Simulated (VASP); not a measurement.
Set up this calculation in VASP 6.6.1, as the native input.

* Task: relaxation of cell and atoms
* Functional: r2SCAN
* Dispersion: D3(BJ)
* Potentials or basis: VASP PAW PBE potentials, release 64 (Pb_d, S)
* Cutoff: 600 eV
* k mesh: 7 × 7 × 7
* Occupations: fermi-dirac, width 0.05 eV
* Spin: no spin polarisation
* Dipole correction: no
* Further INCAR settings: ALGO = Normal; EDIFF = 1e-06; IBRION = 2; EDIFFG = -0.01; NSW = 60; ISIF = 3

PbS:

```
Pb S
1.0
     3.65366    0.00000    0.00000
     0.00000    3.65366    0.00000
     0.00000    0.00000    3.65366
Pb S
1 1
Direct
  0.00000 0.00000 0.00000
  0.50000 0.50000 0.50000
```

One way to write it, as run:

POSCAR

```
PbS
1.0
    3.6536590000      0.0000000000      0.0000000000
    0.0000000000      3.6536590000      0.0000000000
    0.0000000000      0.0000000000      3.6536590000
Pb S
1 1
Direct
    0.0000000000      0.0000000000      0.0000000000
    0.5000000000      0.5000000000      0.5000000000
```

INCAR.step1

```
PREC = Accurate ; ENCUT = 600
ISMEAR = -1 ; SIGMA = 0.05
LREAL = F ; LASPH = T
NELM = 100 ; GGA = PE
ALGO = Normal ; EDIFF = 1E-4
LWAVE = T ; LCHARG = F
```

INCAR.step2

```
PREC = Accurate ; ENCUT = 600
EDIFF = 1E-6 ; ISMEAR = -1
SIGMA = 0.05 ; LREAL = F
LASPH = T ; NELM = 100
ALGO = Normal ; ISIF = 3
LWAVE = F ; LCHARG = F
METAGGA = R2SCAN ; LMIXTAU = T
IVDW = 12 ; VDW_S6 = 1.0
VDW_S8 = 0.78981345 ; VDW_A1 = 0.49484001
VDW_A2 = 5.73083694 ; IBRION = 2
NSW = 60 ; EDIFFG = -0.01
ISTART = 1
```

KPOINTS

```
Automatic mesh
0
Gamma
  7 7 7
```

Potentials or basis: VASP PAW PBE potentials, release 64 (Pb_d, S).

Run with:

```console
$ cat potpaw_PBE.64/Pb_d/POTCAR potpaw_PBE.64/S/POTCAR > POTCAR
$ cp INCAR.step1 INCAR
$ mpirun -np 1 vasp_std > vasp.out
$ cp INCAR.step2 INCAR
$ mpirun -np 1 vasp_std > vasp.out
```

It gave:

```json
{
 "Relaxed volume": "23.63 Å³/atom",
 "Relaxed cell": "a = 3.616 Å, b = 3.616 Å, c = 3.616 Å, α = 90.00°, β = 90.00°, γ = 90.00°",
 "Space group after relaxing (to 0.05 Å)": "Pm-3m (No. 221)",
 "Energy gained by relaxing": "4.6 meV/atom",
 "Ionic steps": "3",
 "Pressure after relaxing": "0.0 GPa",
 "Band gap on the k mesh": "0.24 eV, indirect (least direct gap 1.68 eV)",
 "Dispersion energy per atom": "-0.181 eV"
}
```

Caveat: the PAW data sets were made with another functional, which shifts forces and pressure a little; spin-orbit coupling is left out, which moves the levels of the heavy elements.

It took 2.6 min on 1 thread of Intel(R) Xeon(R) 6975P-C (Granite Rapids), with other jobs on the host, peak memory 0.2 GiB.
